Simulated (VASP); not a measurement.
# InSb (I-4m2) in VASP: a series of runs, part 2 of 2

VASP 6.6.1. The steps go on from the part before.

### Step 4. Single point, PBE (strain +0.000 along x and y, -0.040 along z)

INCAR reads:

```
PREC = Accurate ; ENCUT = 520
EDIFF = 1E-7 ; ISMEAR = 0
SIGMA = 0.15 ; LREAL = False
LASPH = True ; NELM = 100
ALGO = Normal ; ISIF = 2
LWAVE = False ; LCHARG = False
GGA = PE ; NBANDS = 16
```

KPOINTS reads:

```
Automatic mesh
0
Gamma
  12 12 12
```

POSCAR reads:

```
InSb
1.0
    0.0000000000      3.2391000000      3.1095360000
    3.2391000000      0.0000000000      3.1095360000
    3.2391000000      3.2391000000      0.0000000000
In Sb
1 1
Direct
    0.0000000000      0.0000000000      0.0000000000
    0.7500000000      0.7500000000      0.7500000000
```

Potentials or basis: VASP PAW PBE potentials, release 64 (In_d, Sb).

Command:

```console
$ cat potpaw_PBE.64/In_d/POTCAR potpaw_PBE.64/Sb/POTCAR > POTCAR
$ mpirun -np 1 vasp_std > vasp.out
```

OUTCAR:

```text
PREC = Accurate
   ENCUT = 520
   EDIFF = 1E-7
   ISMEAR = 0
   LREAL = False
   LASPH = True
   NELM = 100
   ISIF = 2
   GGA = PE

 ion  position               nearest neighbor table
   1  0.000  0.000  0.000-   2 2.77   2 2.77   2 2.77   2 2.77
   2  0.750  0.750  0.750-   1 2.77   1 2.77   1 2.77   1 2.77

  LATTYP: Found a body centered tetragonal cell.
 ALAT       =     4.5807791499
 C/A-ratio  =     1.3576450199

  Lattice vectors:

 A1 = (   0.0000000000,  -3.2391000000,  -3.1095360000)
 A2 = (   0.0000000000,   3.2391000000,  -3.1095360000)
 A3 = (   3.2391000000,   0.0000000000,   3.1095360000)

Analysis of symmetry for initial positions (statically):
=====================================================================
 Subroutine PRICEL returns:
 Original cell was already a primitive cell.

 Routine SETGRP: Setting up the symmetry group for a
 body centered tetragonal supercell.

 Subroutine GETGRP returns: Found  8 space group operations
 (whereof  8 operations were pure point group operations)
 out of a pool of 16 trial point group operations.

The static configuration has the point symmetry D_2d.

[... 161 lines left out ...]
 E-fermi :   5.7084     XC(G=0):  -8.8658

 val. band max:        5.6835931416   @ k =   0.0000   0.0000   0.0000
 cond. band min:       6.1440191184   @ k =   0.5000  -0.0000   0.0000
 fundamental gap:      0.4604259768
 Fermi energy:         5.7083854997

 k-point     1 :       0.0000    0.0000    0.0000
  band No.  band energies     occupation
      1      -9.1516      2.00000
      2      -9.1516      2.00000
      3      -9.1435      2.00000
      4      -9.0546      2.00000
      5      -9.0496      2.00000
      6      -5.4326      2.00000
[... 433 lines left out ...]
      3      -9.1206      2.00000
      4      -9.0587      2.00000
      5      -9.0463      2.00000
      6      -3.7907      2.00000
[... 8 lines left out ...]
     15      13.9187      0.00000
     16      14.3584      0.00000

 [... further k-points ...]

------------------------ aborting loop because EDIFF is reached ----------------------------------------

  FORCE on cell =-STRESS in cart. coord.  units (eV):
  Direction    XX          YY          ZZ          XY          YZ          ZX
  --------------------------------------------------------------------------------------
  -------------------------------------------------------------------------------------
  Total        2.0691603      2.0691603      2.4393932      0.0000000      0.0000000      0.0000000
  in kB       50.8078028     50.8078028     59.8987974      0.0000000      0.0000000      0.0000000
  external PRESSURE =      53.8381343 kB  Pullay stress =       0.0000000 kB

 VOLUME and BASIS-vectors are now :
 -----------------------------------------------------------------------------
  energy-cutoff  :      520.00
  volume of cell :       65.25
      direct lattice vectors                 reciprocal lattice vectors
     0.000000000  3.239100000  3.109536000    -0.154363867  0.154363867  0.160795694
     3.239100000  0.000000000  3.109536000     0.154363867 -0.154363867  0.160795694
     3.239100000  3.239100000  0.000000000     0.154363867  0.154363867 -0.160795694

 POSITION                                       TOTAL-FORCE (eV/Angst)
 -----------------------------------------------------------------------------------
      0.00000      0.00000      0.00000        -0.000000     -0.000000      0.000000
      4.85865      4.85865      4.66430         0.000000      0.000000     -0.000000
 -----------------------------------------------------------------------------------
    total drift:                               -0.000000     -0.000000      0.000001

  FREE ENERGIE OF THE ION-ELECTRON SYSTEM (eV)
  ---------------------------------------------------
  free  energy   TOTEN  =        -6.8296140072 eV

  energy  without entropy=       -6.8294090826  energy(sigma->0) =       -6.82951154
```

OSZICAR:

```text
N       E                     dE             d eps       ncg     rms          rms(c)
DAV:   1     0.113863843371E+03    0.11386E+03   -0.79361E+03  5216   0.113E+03
DAV:   2     0.178595488108E+00   -0.11369E+03   -0.10982E+03  5904   0.283E+02
DAV:   3    -0.674284670645E+01   -0.69214E+01   -0.68992E+01  6648   0.716E+01
DAV:   4    -0.693876495499E+01   -0.19592E+00   -0.19588E+00  6592   0.138E+01
DAV:   5    -0.694914524417E+01   -0.10380E-01   -0.10380E-01  7952   0.258E+00    0.446E+00
DAV:   6    -0.684459656220E+01    0.10455E+00   -0.15513E-01  7616   0.624E+00    0.259E+00
DAV:   7    -0.682805542937E+01    0.16541E-01   -0.75289E-02  7064   0.264E+00    0.652E-01
DAV:   8    -0.682890655312E+01   -0.85112E-03   -0.81712E-03  6968   0.107E+00    0.295E-01
DAV:   9    -0.682953849872E+01   -0.63195E-03   -0.98578E-04  6488   0.262E-01    0.779E-02
DAV:  10    -0.682957277080E+01   -0.34272E-04   -0.46902E-05  7240   0.473E-02    0.409E-02
DAV:  11    -0.682961255099E+01   -0.39780E-04   -0.70480E-05  6192   0.554E-02    0.245E-02
DAV:  12    -0.682961401855E+01   -0.14676E-05   -0.12615E-06  6720   0.792E-03    0.624E-03
DAV:  13    -0.682961406922E+01   -0.50671E-07   -0.12464E-06  6320   0.739E-03    0.313E-03
DAV:  14    -0.682961400724E+01    0.61983E-07   -0.26050E-08  5832   0.103E-03
   1 F= -.68296140E+01 E0= -.68295115E+01  d E =-.204925E-03
```

stdout:

```text
POSCAR found type information on POSCAR InSb
 POSCAR found :  2 types and       2 ions
 scaLAPACK will be used
 LDA part: xc-table for (Slater+PW92), standard interpolation
 POSCAR, INCAR and KPOINTS ok, starting setup
 FFT: planning ... GRIDC
 FFT: planning ... GRID_SOFT
 FFT: planning ... GRID
 WAVECAR not read
 entering main loop
```

It took 70 s on 1 thread of Intel Xeon 6975P-C (Granite Rapids), shared host; peak memory 0.33 GiB.

Results:

```
Free energy : -6.8296 eV
Pressure    : 5.4 GPa
```

Caveat: the cell differs from its parent crystal (strain +0.000 along x and y, -0.040 along z); spin-orbit coupling is left out, which moves the levels of the heavy elements.

### Step 5. Single point, PBE (strain -0.040 along x and y, +0.040 along z)

INCAR reads:

```
ALGO     = Normal         # electronic algorithm
EDIFF    = 1E-7           # SCF threshold, eV
ENCUT    = 520            # plane-wave cutoff, eV
GGA      = PE             # functional
ISIF     = 2              # what is computed and relaxed
ISMEAR   = 0              # smearing method
LASPH    = T              # aspherical terms in the spheres
LCHARG   = F              # write CHGCAR
LREAL    = F              # projectors in reciprocal space
LWAVE    = F              # write WAVECAR
NBANDS   = 16             # bands
NELM     = 100            # most SCF steps
PREC     = Accurate       # precision mode
SIGMA    = 0.15           # smearing width, eV
```

KPOINTS reads:

```
k-points
0
Gamma
  12 12 12
```

POSCAR reads:

```
InSb
1.0
    0.0000000000      3.1095360000      3.3686640000
    3.1095360000      0.0000000000      3.3686640000
    3.1095360000      3.1095360000      0.0000000000
In Sb
1 1
Direct
    0.0000000000      0.0000000000      0.0000000000
    0.7500000000      0.7500000000      0.7500000000
```

Potentials or basis: VASP PAW PBE potentials, release 64 (In_d, Sb).

Command:

```console
$ cat potpaw_PBE.64/In_d/POTCAR potpaw_PBE.64/Sb/POTCAR > POTCAR
$ mpirun -np 1 vasp_std > vasp.out
```

OUTCAR:

```text
EDIFF = 1E-7
   ENCUT = 520
   GGA = PE
   ISIF = 2
   ISMEAR = 0
   LASPH = T
   LREAL = F
   NELM = 100
   PREC = Accurate

 ion  position               nearest neighbor table
   1  0.000  0.000  0.000-   2 2.77   2 2.77   2 2.77   2 2.77
   2  0.750  0.750  0.750-   1 2.77   1 2.77   1 2.77   1 2.77

  LATTYP: Found a body centered tetragonal cell.
 ALAT       =     4.3975479839
 C/A-ratio  =     1.5320646926

  Lattice vectors:

 A1 = (  -3.1095360000,   0.0000000000,   3.3686640000)
 A2 = (   3.1095360000,   0.0000000000,   3.3686640000)
 A3 = (   0.0000000000,   3.1095360000,  -3.3686640000)

Analysis of symmetry for initial positions (statically):
=====================================================================
 Subroutine PRICEL returns:
 Original cell was already a primitive cell.

 Routine SETGRP: Setting up the symmetry group for a
 body centered tetragonal supercell.

 Subroutine GETGRP returns: Found  8 space group operations
 (whereof  8 operations were pure point group operations)
 out of a pool of 16 trial point group operations.

The static configuration has the point symmetry D_2d.

Analysis of symmetry for dynamics (positions and initial velocities):
[... 159 lines left out ...]

 E-fermi :   5.8082     XC(G=0):  -8.8776

 val. band max:        5.7217103919   @ k =   0.0000   0.0000   0.0000
 cond. band min:       6.0997557455   @ k =   0.5000  -0.0000   0.0000
 fundamental gap:      0.3780453536
 Fermi energy:         5.8081886705

 k-point     1 :       0.0000    0.0000    0.0000
  band No.  band energies     occupation
      1      -9.1467      2.00000
      2      -9.1294      2.00000
      3      -9.1294      2.00000
      4      -9.0431      2.00000
      5      -9.0366      2.00000
      6      -5.4154      2.00000
[... 433 lines left out ...]
      3      -9.1022      2.00000
      4      -9.0461      2.00000
      5      -9.0323      2.00000
      6      -3.7799      2.00000
[... 8 lines left out ...]
     15      13.8965      0.00000
     16      14.2326      0.00000

 [... further k-points ...]

------------------------ aborting loop because EDIFF is reached ----------------------------------------

  FORCE on cell =-STRESS in cart. coord.  units (eV):
  Direction    XX          YY          ZZ          XY          YZ          ZX
  --------------------------------------------------------------------------------------
  -------------------------------------------------------------------------------------
  Total        2.5202287      2.5202287      1.5541225      0.0000000      0.0000000      0.0000000
  in kB       61.9828686     61.9828686     38.2223120      0.0000000      0.0000000      0.0000000
  external PRESSURE =      54.0626831 kB  Pullay stress =       0.0000000 kB

 VOLUME and BASIS-vectors are now :
 -----------------------------------------------------------------------------
  energy-cutoff  :      520.00
  volume of cell :       65.14
      direct lattice vectors                 reciprocal lattice vectors
     0.000000000  3.109536000  3.368664000    -0.160795694  0.160795694  0.148426795
     3.109536000  0.000000000  3.368664000     0.160795694 -0.160795694  0.148426795
     3.109536000  3.109536000  0.000000000     0.160795694  0.160795694 -0.148426795

 POSITION                                       TOTAL-FORCE (eV/Angst)
 -----------------------------------------------------------------------------------
      0.00000      0.00000      0.00000        -0.000000     -0.000000      0.000000
      4.66430      4.66430      5.05300         0.000000      0.000000     -0.000000
 -----------------------------------------------------------------------------------
    total drift:                                0.000000      0.000000      0.000000

  FREE ENERGIE OF THE ION-ELECTRON SYSTEM (eV)
  ---------------------------------------------------
  free  energy   TOTEN  =        -6.8069322065 eV

  energy  without entropy=       -6.8066993582  energy(sigma->0) =       -6.80681578
```

stdout:

```text
POSCAR found type information on POSCAR InSb
 POSCAR found :  2 types and       2 ions
 scaLAPACK will be used
 LDA part: xc-table for (Slater+PW92), standard interpolation
 POSCAR, INCAR and KPOINTS ok, starting setup
 FFT: planning ... GRIDC
 FFT: planning ... GRID_SOFT
 FFT: planning ... GRID
 WAVECAR not read
 entering main loop
```

It took 60 s on 1 thread of Intel Xeon 6975P-C (Granite Rapids), shared host; peak memory 0.33 GiB.

Results:

- Free energy: -6.8069 eV
- Pressure: 5.4 GPa
- Band gap on the k mesh: zero (filled and empty bands touch)

Stress tensor (GPa, compression positive):
```
6.20 0.00 0.00
0.00 6.20 0.00
0.00 0.00 3.82
```

Levels at points of the mesh, in eV from the Fermi level:
```tsv
k point	band 5	band 6	band 7	band 8	band 9	band 10	band 11	band 12	band 13	band 14
(0.00, 0.00, 0.00)	-14.84	-11.22	-0.55	-0.22	-0.09	-0.09	2.69	2.69	2.87	5.54
(0.50, 0.00, 0.00)	-14.84	-9.75	-6.06	-1.59	-1.02	0.29	3.47	3.80	5.88	8.13
(0.50, 0.50, 0.00)	-14.84	-9.26	-6.58	-2.34	-2.34	1.34	1.48	8.12	8.12	8.48
(0.50, 0.00, 0.50)	-14.83	-9.00	-6.20	-2.80	-2.74	0.87	0.90	7.77	8.00	8.78
```

Caveat: the cell differs from its parent crystal (strain -0.040 along x and y, +0.040 along z); spin-orbit coupling is left out, which moves the levels of the heavy elements.

### Step 6. The runs side by side

```tsv
cell	gap on the mesh (eV)	pressure (GPa)
a = 4.595, b = 4.595, c = 4.214 Å, angles 62.7, 62.7, 54.6°, 2 atoms	none	8.3
a = 4.401, b = 4.401, c = 4.581 Å, angles 58.6, 58.6, 62.7°, 2 atoms	-	8.1
a = 4.490, b = 4.490, c = 4.581 Å, angles 59.3, 59.3, 61.3°, 2 atoms	-	5.4
a = 4.584, b = 4.584, c = 4.398 Å, angles 61.3, 61.3, 57.3°, 2 atoms	none	5.4
```

Alike in all rows: task single point; level PBE; potentials or basis VASP PAW PBE potentials, release 64 (In_d, Sb); no spin polarisation; k mesh 12 × 12 × 12; cutoff (eV) 520; smearing gaussian 0.15 eV.

Caveats: spin-orbit coupling is left out, which moves the levels of the heavy elements.

Absolute energies hang on the potentials; compare differences alone.
